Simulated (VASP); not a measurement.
# In (P6/mmm) in VASP: a series of runs, part 2 of 2

VASP 6.6.1. The steps go on from the part before.

## Step 3: Single point, BLYP (31.49 Å³/atom)

This run uses another cell than the first one, of 31.49 Å³/atom.

INCAR reads:

```
  PREC = Accurate
  ENCUT = 520
  EDIFF = 1E-6
  ISMEAR = -1
  SIGMA = 0.1
  LREAL = False
  LASPH = True
  NELM = 80
  ALGO = Normal
  ISIF = 2
  LWAVE = False
  LCHARG = True
  GGA = B5
  ALDAX = 1.0
  AGGAX = 1.0
  AGGAC = 1.0
  ALDAC = 0.0
  LELF = True
  LVHAR = True
  NBANDS = 26
```

KPOINTS reads:

```
regular mesh
0
Gamma
  8 8 10
```

POSCAR reads:

```
In
1.0
    5.5863834766      0.0000000000      0.0000000000
   -2.7931917384      4.8379500060      0.0000000000
    0.0000000000      0.0000000000      3.4951643125
In
3
Direct
    0.0000000000      0.0000000000      0.0000000000
    0.3333333333      0.6666666667      0.5000000000
    0.6666666667      0.3333333333      0.5000000000
```

Potentials or basis: VASP PAW PBE potentials, release 64 (In_d).

Command:

```
> cat potpaw_PBE.64/In_d/POTCAR > POTCAR
> mpirun -np 1 vasp_std > vasp.out
```

OUTCAR:

```text
PREC = Accurate
   ENCUT = 520
   EDIFF = 1E-6
   ISMEAR = -1
   LREAL = False
   LASPH = True
   NELM = 80
   ISIF = 2
   GGA = B5

 ion  position               nearest neighbor table
   1  0.000  0.000  0.000-   2 3.67   3 3.67   2 3.67   3 3.67   3 3.67   3 3.67   2 3.67   2 3.67
                             3 3.67   3 3.67   2 3.67   2 3.67
   2  0.333  0.667  0.500-   3 3.23   3 3.23   3 3.23   1 3.67   1 3.67   1 3.67   1 3.67   1 3.67
                             1 3.67
   3  0.667  0.333  0.500-   2 3.23   2 3.23   2 3.23   1 3.67   1 3.67   1 3.67   1 3.67   1 3.67
                             1 3.67

  LATTYP: Found a hexagonal cell.
 ALAT       =     5.5863834766
 C/A-ratio  =     0.6256577851

  Lattice vectors:

 A1 = (   5.5863834766,   0.0000000000,   0.0000000000)
 A2 = (  -2.7931917384,   4.8379500060,   0.0000000000)
 A3 = (   0.0000000000,   0.0000000000,   3.4951643125)

Analysis of symmetry for initial positions (statically):
=====================================================================
 Subroutine PRICEL returns:
 Original cell was already a primitive cell.

 Routine SETGRP: Setting up the symmetry group for a
 hexagonal supercell.

 Subroutine GETGRP returns: Found 24 space group operations
 (whereof 24 operations were pure point group operations)
 out of a pool of 24 trial point group operations.

The static configuration has the point symmetry D_6h.

Analysis of symmetry for dynamics (positions and initial velocities):
=====================================================================
 Subroutine PRICEL returns:
 Original cell was already a primitive cell.

 Routine SETGRP: Setting up the symmetry group for a
 hexagonal supercell.

 Subroutine GETGRP returns: Found 24 space group operations
 (whereof 24 operations were pure point group operations)
 out of a pool of 24 trial point group operations.

The dynamic configuration has the point symmetry D_6h.

[... 116 lines left out ...]
   EFERMI_NEDOS =   21; number of points for ismear=-14 and -15
   IALGO  =     38    algorithm
   IMIX   =      4    mixing-type and parameters
     AMIX     =   0.40;   BMIX     =  1.00
     AMIX_MAG =   1.60;   BMIX_MAG =  1.00
  volume/ion in A,a.u.               =      31.49       212.49
  Fermi-wavevector in a.u.,A,eV,Ry     =   1.219017  2.303608 20.218294  1.486003
  Thomas-Fermi vector in A             =   2.354284
   LORBIT       =      0    0 simple, 1 ext, 2 COOP (PROOUT), +10 PAW based schemes
   GGA     = B5    functional components
   LHFCALC =     F    Hartree Fock is set to
   AEXX    =    0.0000 exact exchange contribution
   IVDW    =     0    specifies the selected vdW correction
   LEPSILON=     F    determine dielectric tensor
   LRPA    =     F    only Hartree local field effects (RPA)
 non-spin polarized calculation
  energy-cutoff  :      520.00
  volume of cell :       94.46
 maximum number of plane-waves:      2575
 NGX is ok and might be reduce to    42
   NGX = 21   NGY = 21   NGZ = 13

 number of electron      38.9999996 magnetization

 Free energy of the ion-electron system (eV)
  ---------------------------------------------------
  ext. energy  EPLUGINS =         0.00000000
  ---------------------------------------------------
  free energy    TOTEN  =        -5.58694856 eV

  energy without entropy =       -5.52667736  energy(sigma->0) =       -5.55681296

 E-fermi :   6.0923     XC(G=0):  -8.8169

 val. band max:        6.0267627923   @ k =   0.2500   0.0000   0.5000
 cond. band min:       6.0957035704   @ k =   0.2500   0.1250   0.5000
 fundamental gap:      0.0689407782
 Fermi energy:         6.0923044747

 k-point     1 :       0.0000    0.0000    0.0000
  band No.  band energies     occupation
      1      -8.6437      2.00000
      2      -8.4997      2.00000
      3      -8.4997      2.00000
      4      -8.4861      2.00000
      5      -8.4747      2.00000
      6      -8.4340      2.00000
[... 685 lines left out ...]
     25      11.3553      0.00000
     26      11.5657      0.00000

 [... further k-points ...]

------------------------ aborting loop because EDIFF is reached ----------------------------------------

  FORCE on cell =-STRESS in cart. coord.  units (eV):
  Direction    XX          YY          ZZ          XY          YZ          ZX
  --------------------------------------------------------------------------------------
  -------------------------------------------------------------------------------------
  Total        0.1365287      0.1365287     -0.0108771     -0.0000000      0.0000000      0.0000000
  in kB        2.3156601      2.3156601     -0.1844859     -0.0000000      0.0000000      0.0000000
  external PRESSURE =       1.4822781 kB  Pullay stress =       0.0000000 kB

 VOLUME and BASIS-vectors are now :
 -----------------------------------------------------------------------------
  energy-cutoff  :      520.00
  volume of cell :       94.46
      direct lattice vectors                 reciprocal lattice vectors
     5.586383477  0.000000000  0.000000000     0.179006687  0.103349559  0.000000000
    -2.793191738  4.837950006  0.000000000     0.000000000  0.206699118  0.000000000
     0.000000000  0.000000000  3.495164313     0.000000000  0.000000000  0.286109582

 POSITION                                       TOTAL-FORCE (eV/Angst)
 -----------------------------------------------------------------------------------
      0.00000      0.00000      0.00000        -0.000000      0.000000      0.000000
     -0.00000      3.22530      1.74758         0.000000     -0.000000      0.000000
      2.79319      1.61265      1.74758        -0.000000      0.000000      0.000000
 -----------------------------------------------------------------------------------
    total drift:                                0.000000      0.000000     -0.000000

  FREE ENERGIE OF THE ION-ELECTRON SYSTEM (eV)
  ---------------------------------------------------
  free  energy   TOTEN  =        -5.5869485600 eV

  energy  without entropy=       -5.5266773585  energy(sigma->0) =       -5.55681296
```

stdout:

```text
POSCAR found type information on POSCAR In
 POSCAR found :  1 types and       3 ions
 scaLAPACK will be used
 -----------------------------------------------------------------------------
|                                                                             |
|                                                                             |
|     You enforced a specific xc type in the INCAR file but a different       |
|     I HOPE YOU KNOW WHAT YOU ARE DOING!                                     |
|                                                                             |
 -----------------------------------------------------------------------------

 LDA part: xc-table for (Slater(with rela. corr.)+VWN5), standard interpolation
 POSCAR, INCAR and KPOINTS ok, starting setup
 FFT: planning ... GRIDC
 FFT: planning ... GRID_SOFT
 FFT: planning ... GRID
 WAVECAR not read
 entering main loop
```

It took 2.1 min on 1 thread of Intel Xeon Platinum 8488C (Sapphire Rapids), shared host; peak memory 0.27 GiB.

What came out:

```
Free energy            : -5.5869 eV
Pressure               : 0.1 GPa
Band gap on the k mesh : zero (an odd number of electrons rules out a gap without spin polarisation)
```

Stress tensor (GPa, compression positive):
```
 0.23  0.00  0.00
 0.00  0.23  0.00
 0.00  0.00 -0.02
```

Levels at points of the mesh, in eV from the Fermi level:
```csv
k point,band 16,band 17,band 18,band 19,band 20,band 21,band 22,band 23
"(0.00, 0.00, 0.00)",-8.44,-3.17,-2.89,-0.61,-0.61,-0.45,-0.45,3.87
"(0.50, 0.00, 0.00)",-6.78,-6.73,-3.99,-2.41,2.89,3.04,4.33,4.60
"(0.00, 0.00, 0.50)",-5.77,-4.66,-0.57,0.52,0.91,1.06,1.06,1.39
"(0.50, 0.00, 0.50)",-4.46,-3.75,-3.65,-2.07,-0.55,0.17,0.21,1.79
```

Caveat: the PAW data sets were made with another functional, which shifts forces and pressure a little; spin-orbit coupling is left out, which moves the levels of the heavy elements.

## Step 4: Single point, BLYP (32.75 Å³/atom)

This run uses another cell than the first one, of 32.75 Å³/atom.

INCAR reads:

```
SYSTEM = In
PREC = Accurate
ENCUT = 520
EDIFF = 1E-7
ISMEAR = -1
SIGMA = 0.1
LREAL = .FALSE.
LASPH = .TRUE.
NELM = 80
ALGO = Normal
ISIF = 2
LWAVE = .FALSE.
LCHARG = .TRUE.
GGA = B5
ALDAX = 1.0
AGGAX = 1.0
AGGAC = 1.0
ALDAC = 0.0
LELF = .TRUE.
LVHAR = .TRUE.
NBANDS = 26
```

KPOINTS reads:

```
regular mesh
0
G
  8 8 10
  0 0 0
```

POSCAR reads:

```
In
1.0
    5.6598969527      0.0000000000      0.0000000000
   -2.8299484764      4.9016145438      0.0000000000
    0.0000000000      0.0000000000      3.5411585911
In
3
Direct
    0.0000000000      0.0000000000      0.0000000000
    0.3333333333      0.6666666667      0.5000000000
    0.6666666667      0.3333333333      0.5000000000
```

Command:

```
> cat potpaw_PBE.64/In_d/POTCAR > POTCAR
> mpirun -np 1 vasp_std > vasp.out
```

It took 2.4 min on 1 thread of Intel Xeon Platinum 8488C (Sapphire Rapids), shared host; peak memory 0.27 GiB.

Results (log left out):

- Free energy: -5.5829 eV
- Pressure: -0.6 GPa
- Band gap on the k mesh: zero (an odd number of electrons rules out a gap without spin polarisation)

Stress tensor (GPa, compression positive):
```
-0.57  0.00  0.00
 0.00 -0.57  0.00
 0.00  0.00 -0.76
```

Levels at points of the mesh, in eV from the Fermi level:
| k point | band 15 | band 16 | band 17 | band 18 | band 19 | band 20 | band 21 | band 22 | band 23 | band 24 |
| --- | --- | --- | --- | --- | --- | --- | --- | --- | --- | --- |
| (0.00, 0.00, 0.00) | -14.39 | -8.23 | -3.23 | -2.96 | -0.55 | -0.55 | -0.39 | -0.39 | 3.77 | 7.22 |
| (0.50, 0.00, 0.00) | -14.36 | -6.63 | -6.57 | -4.00 | -2.28 | 2.74 | 2.89 | 4.21 | 4.50 | 5.38 |
| (0.00, 0.00, 0.50) | -14.35 | -5.68 | -4.57 | -0.79 | 0.42 | 0.87 | 1.04 | 1.04 | 1.37 | 2.28 |
| (0.50, 0.00, 0.50) | -14.35 | -4.45 | -3.71 | -3.66 | -1.95 | -0.57 | 0.19 | 0.22 | 1.78 | 4.80 |

Caveat: the PAW data sets were made with another functional, which shifts forces and pressure a little; spin-orbit coupling is left out, which moves the levels of the heavy elements.

## Step 5: Single point, BLYP (34.01 Å³/atom)

This run uses another cell than the first one, of 34.01 Å³/atom.

INCAR reads:

```
SYSTEM = In
PREC = Accurate
ENCUT = 520
EDIFF = 1E-7
ISMEAR = -1
SIGMA = 0.1
LREAL = .False.
LASPH = .True.
NELM = 100
ALGO = Normal
ISIF = 2
LWAVE = .False.
LCHARG = .False.
GGA = B5
ALDAX = 1.0
AGGAX = 1.0
AGGAC = 1.0
ALDAC = 0.0
NBANDS = 26
```

KPOINTS reads:

```
Automatic mesh
0
Gamma
  8 8 10
  0 0 0
```

POSCAR reads:

```
In
1.0
    5.7315488244      0.0000000000      0.0000000000
   -2.8657744122      4.9636668849      0.0000000000
    0.0000000000      0.0000000000      3.5859881424
In
3
Direct
    0.0000000000      0.0000000000      0.0000000000
    0.3333333333      0.6666666667      0.5000000000
    0.6666666667      0.3333333333      0.5000000000
```

Command:

```
> cat potpaw_PBE.64/In_d/POTCAR > POTCAR
> mpirun -np 1 vasp_std > vasp.out
```

It took 2.7 min on 1 thread of Intel Xeon Platinum 8488C (Sapphire Rapids), shared host; peak memory 0.3 GiB.

It converged, with:

```yaml
Free_energy: -5.5624 eV
Pressure: -1.2 GPa
Band_gap_on_the_k_mesh: zero (an odd number of electrons rules out a gap without spin polarisation)
```

Stress tensor (GPa, compression positive):
```
-1.19  0.00  0.00
 0.00 -1.19  0.00
 0.00  0.00 -1.34
```

Levels at points of the mesh, in eV from the Fermi level:
```
           k point  band 16  band 17  band 18  band 19  band 20  band 21  band 22  band 23
(0.00, 0.00, 0.00)    -8.04    -3.30    -3.03    -0.50    -0.50    -0.34    -0.34     3.67
(0.50, 0.00, 0.00)    -6.49    -6.43    -4.01    -2.16     2.60     2.76     4.10     4.40
(0.00, 0.00, 0.50)    -5.60    -4.50    -1.00     0.33     0.83     1.03     1.03     1.35
(0.50, 0.00, 0.50)    -4.43    -3.68    -3.68    -1.84    -0.59     0.21     0.23     1.76
```

Caveat: the PAW data sets were made with another functional, which shifts forces and pressure a little; spin-orbit coupling is left out, which moves the levels of the heavy elements.

## Step 6: Summary

```csv
cell,gap on the mesh (eV),pressure (GPa)
"a = 5.511, b = 5.511, c = 3.448 Å, angles 90.0, 90.0, 120.0°, 3 atoms",none,1.1
"a = 5.586, b = 5.586, c = 3.495 Å, angles 90.0, 90.0, 120.0°, 3 atoms",none,0.1
"a = 5.660, b = 5.660, c = 3.541 Å, angles 90.0, 90.0, 120.0°, 3 atoms",none,-0.6
"a = 5.732, b = 5.732, c = 3.586 Å, angles 90.0, 90.0, 120.0°, 3 atoms",none,-1.2
```

Alike in all rows: task single point; level BLYP; potentials or basis VASP PAW PBE potentials, release 64 (In_d); no spin polarisation; k mesh 8 × 8 × 10; cutoff (eV) 520; smearing fermi-dirac 0.1 eV.

Caveats: the PAW data sets were made with another functional, which shifts forces and pressure a little; spin-orbit coupling is left out, which moves the levels of the heavy elements.

Total energies depend on the potentials used, so only differences within one code and one set of settings carry meaning.

The gap in the log of VASP goes by the Fermi energy; the results here count the filled bands.